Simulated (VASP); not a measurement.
Input of a VASP 6.6.1 run:

Contents of INCAR:

```
ALGO     = Normal         # electronic algorithm
EDIFF    = 1E-6           # SCF threshold, eV
ENCUT    = 520            # plane-wave cutoff, eV
GGA      = CA             # functional
ISIF     = 2              # what is computed and relaxed
ISMEAR   = 0              # smearing method
LASPH    = T              # aspherical terms in the spheres
LCHARG   = F              # write CHGCAR
LREAL    = F              # projectors in reciprocal space
LWAVE    = F              # write WAVECAR
NBANDS   = 12             # bands
NELM     = 80             # most SCF steps
PREC     = Accurate       # precision mode
SIGMA    = 0.01           # smearing width, eV
```

The input KPOINTS:

```
k-points
0
Gamma
  3 3 3
```

POSCAR

```
LiF
1.0
    2.5595330000      0.0000000000      0.0000000000
    0.0000000000      2.5595330000      0.0000000000
    0.0000000000      0.0000000000      2.5595330000
Li F
1 1
Direct
    0.0000000000      0.0000000000      0.0000000000
    0.5000000000      0.5000000000      0.5000000000
```

Potentials or basis: VASP PAW LDA potentials, release 64 (Li_sv, F).

Launch:

```console
$ cat potpaw_LDA.64/Li_sv/POTCAR potpaw_LDA.64/F/POTCAR > POTCAR
$ mpirun -np 1 vasp_std > vasp.out
```

(1) Estimate the band gap on the k mesh.

Results:

(1) 7.42 eV, indirect (least direct gap 7.95 eV).

Caveat: the k points lie up to 0.82 Å⁻¹ apart.
